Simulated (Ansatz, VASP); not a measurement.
## Two plane-wave programs on WSe2

INCAR

```
SYSTEM = WSe2
PREC = Accurate
ENCUT = 600
EDIFF = 1E-7
ISMEAR = 0
SIGMA = 0.02
LREAL = .FALSE.
LASPH = .TRUE.
NELM = 100
ALGO = Normal
ISIF = 3
LWAVE = .FALSE.
LCHARG = .FALSE.
GGA = PE
IVDW = 12
IBRION = 2
NSW = 100
EDIFFG = -0.002
```

File KPOINTS:

```
Automatic mesh
0
G
  9 9 2
  0 0 0
```

POSCAR

```
WSe2
1.0
    3.2900000000      0.0000000000      0.0000000000
   -1.6450000000      2.8492235785      0.0000000000
    0.0000000000      0.0000000000     12.9700000000
W Se
2 4
Direct
    0.3333333333      0.6666666667      0.2500000000
    0.6666666667      0.3333333333      0.7500000000
    0.3333333333      0.6666666667      0.6210000000
    0.6666666667      0.3333333333      0.1210000000
    0.3333333333      0.6666666667      0.8790000000
    0.6666666667      0.3333333333      0.3790000000
```

Input for Ansatz:

```yaml
crystal:
  lattice:
    - [3.29, 0.0, 0.0]
    - [-1.645, 2.8492235785, 0.0]
    - [0.0, 0.0, 12.97]
  atoms:
    - { symbol: W, position: [0.3333333333, 0.6666666667, 0.25] }
    - { symbol: W, position: [0.6666666667, 0.3333333333, 0.75] }
    - { symbol: Se, position: [0.3333333333, 0.6666666667, 0.621] }
    - { symbol: Se, position: [0.6666666667, 0.3333333333, 0.121] }
    - { symbol: Se, position: [0.3333333333, 0.6666666667, 0.879] }
    - { symbol: Se, position: [0.6666666667, 0.3333333333, 0.379] }
basis:
  ecutwfc: 600.0
kpoints:
  mp_grid: { grid: [9, 9, 2] }
hamiltonian:
  xc: pbe
  dispersion: d3bj
  pseudopotentials: { kind: paw }
scf:
  occupations: { method: gaussian, width: 0.02 }
output:
  forces: true
  stress: true
  eigenvalues: true
  write_density: true
  write_potential: true
  elf: true
  volumetric_format: npy
relax:
  adjacent_minimum: "off"
  f_tol: 0.002
  max_steps: 80
  cell: { stress_tol: 0.02 }
```

Alike in both runs: task relaxation of cell and atoms; functional PBE; dispersion D3(BJ); k mesh 9 × 9 × 2; occupations gaussian, width 0.02 eV; no spin polarisation.

```csv
,VASP,Ansatz
version,VASP 6.6.1,Ansatz 0.2.0
potentials or method,"VASP PAW PBE potentials, release 64 (W_sv, Se), cutoff 600 eV","scalar-relativistic, plane waves, PAW"
valence electrons in the cell,52,92
```

Ansatz gave:

* gap on the k mesh at the Fermi level, each at its own relaxed structure (eV): 1.00
* relaxed volume (Å³/atom): 19.85
* relaxed cell length with the largest relative difference (Å): 12.788

Q: Which values does VASP return?

A: gap on the k mesh at the Fermi level, each at its own relaxed structure (eV): 0.99; relaxed volume (Å³/atom): 19.88; relaxed cell length with the largest relative difference (Å): 12.797.

VASP's potentials hold 52 valence electrons a cell and Ansatz's 92, so a difference there can come from the potentials and not from the codes.

Neither program's run includes spin-orbit coupling.
